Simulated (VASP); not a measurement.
Write the native input for VASP 6.6.1 that does the following.

- Task: single point
- Functional: PBEsol
- Potentials or basis: VASP PAW PBE potentials, release 64 (Al, Cu)
- Cutoff: 520 eV
- k mesh: 10 × 10 × 10
- Occupations: gaussian, width 0.15 eV
- Spin: no spin polarisation
- Dipole correction: no
- Further INCAR settings: ALGO = Fast; EDIFF = 1e-06; NBANDS = 26

The structure of Al2Cu lies in POSCAR:

```
Al2Cu
1.0
   -2.9665500000      2.9665500000      2.4621000000
    2.9665500000     -2.9665500000      2.4621000000
    2.9665500000      2.9665500000     -2.4621000000
Al Cu
4 2
Direct
    0.1593210787      0.6593210787      0.8186421574
    0.6593210787      0.8406789213      0.5000000000
    0.8406789213      0.3406789213      0.1813578426
    0.3406789213      0.1593210787      0.5000000000
    0.7500000000      0.7500000000      0.0000000000
    0.2500000000      0.2500000000      0.0000000000
```

The input as run:

INCAR

```
  PREC = Accurate
  ENCUT = 520
  EDIFF = 1E-6
  ISMEAR = 0
  SIGMA = 0.15
  LREAL = F
  LASPH = T
  NELM = 60
  ALGO = Fast
  ISIF = 2
  LWAVE = F
  LCHARG = F
  GGA = PS
  NBANDS = 26
```

KPOINTS

```
Automatic mesh
0
Gamma
  10 10 10
```

Potentials or basis: VASP PAW PBE potentials, release 64 (Al, Cu).

Launch:

```sh
$ cat potpaw_PBE.64/Al/POTCAR potpaw_PBE.64/Cu/POTCAR > POTCAR
$ mpirun -np 1 vasp_std > vasp.out
```

It gave:

The pressure is 0.3 GPa, the largest force is 0.084 eV/Å and the band gap on the k mesh is zero (bands 17 and 18 overlap by 4.13 eV).

Caveat: the PAW data sets were made with another functional, which shifts forces and pressure a little.

Run time: 5.2 min on 1 thread of Intel(R) Xeon(R) Platinum 8488C (Sapphire Rapids), on a shared host, peak memory 0.34 GiB.
